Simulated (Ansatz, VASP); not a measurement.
Two plane-wave programs on TiO2

The input INCAR:

```
  PREC = Accurate
  ENCUT = 520
  EDIFF = 1E-8
  ISMEAR = -1
  SIGMA = 0.02
  LREAL = F
  LASPH = T
  NELM = 100
  ALGO = Normal
  ISIF = 2
  LWAVE = F
  LCHARG = F
  GGA = PE
  LEFG = T
  NBANDS = 60
```

KPOINTS

```
Automatic mesh
0
Gamma
  5 4 4
```

File POSCAR:

```
TiO2
1.0
    4.5453495500      0.0000000000      0.0000000000
    0.0000000000      5.5196194400      0.0000000000
    0.0000000000      0.0000000000      4.9091968600
Ti O
4 8
Direct
    0.5000000000      0.6729909300      0.7500000000
    0.0000000000      0.8270090700      0.2500000000
    0.5000000000      0.3270090700      0.2500000000
    0.0000000000      0.1729909300      0.7500000000
    0.7285493800      0.6182753600      0.0813509200
    0.2285493800      0.8817246400      0.9186490800
    0.7714506200      0.8817246400      0.5813509200
    0.2714506200      0.6182753600      0.4186490800
    0.7285493800      0.3817246400      0.5813509200
    0.2285493800      0.1182753600      0.4186490800
    0.7714506200      0.1182753600      0.0813509200
    0.2714506200      0.3817246400      0.9186490800
```

Input for Ansatz:

```yaml
crystal:
  lattice:
    - [4.54534955, 0.0, 0.0]
    - [0.0, 5.51961944, 0.0]
    - [0.0, 0.0, 4.90919686]
  atoms:
    - { symbol: Ti, position: [0.5, 0.67299093, 0.75] }
    - { symbol: Ti, position: [0.0, 0.82700907, 0.25] }
    - { symbol: Ti, position: [0.5, 0.32700907, 0.25] }
    - { symbol: Ti, position: [0.0, 0.17299093, 0.75] }
    - { symbol: O, position: [0.72854938, 0.61827536, 0.08135092] }
    - { symbol: O, position: [0.22854938, 0.88172464, 0.91864908] }
    - { symbol: O, position: [0.77145062, 0.88172464, 0.58135092] }
    - { symbol: O, position: [0.27145062, 0.61827536, 0.41864908] }
    - { symbol: O, position: [0.72854938, 0.38172464, 0.58135092] }
    - { symbol: O, position: [0.22854938, 0.11827536, 0.41864908] }
    - { symbol: O, position: [0.77145062, 0.11827536, 0.08135092] }
    - { symbol: O, position: [0.27145062, 0.38172464, 0.91864908] }
kpoints:
  mp_grid: { grid: [5, 4, 4] }
scf:
  occupations: { method: fermi_dirac, width: 0.02 }
hamiltonian:
  xc: pbe
  pseudopotentials: { kind: paw }
output:
  forces: true
  stress: true
  populations: true
  efg:
    quadrupole_moments_barn: { Ti: 0.247, O: -0.02558 }
    contact_densities: true
```

Alike in both runs: task electric field gradients; functional PBE; k mesh 5 × 4 × 4; occupations fermi-dirac, width 0.02 eV; no spin polarisation.

```csv
,VASP,Ansatz
version,VASP 6.6.1,Ansatz 0.2.0
potentials or method,"VASP PAW PBE potentials, release 64 (Ti_sv, O)","plane-wave PAW, scalar-relativistic"
plane-wave cutoff (eV),520,420
valence electrons in the cell,96,96
```

```tsv
	VASP	Ansatz	Ansatz less VASP
gap on the k mesh at the Fermi level (eV)	2.60	2.62	+0.022
pressure (GPa)	4.8	4.1	-0.72
rms of the force components (eV/Å)	0.036	0.049	+0.0133
size of Vzz on the site where it differs most (V/Å²)	25.8	27.4	+1.59
```

Atom by atom the forces differ by 0.016 eV/Å (rms over components).
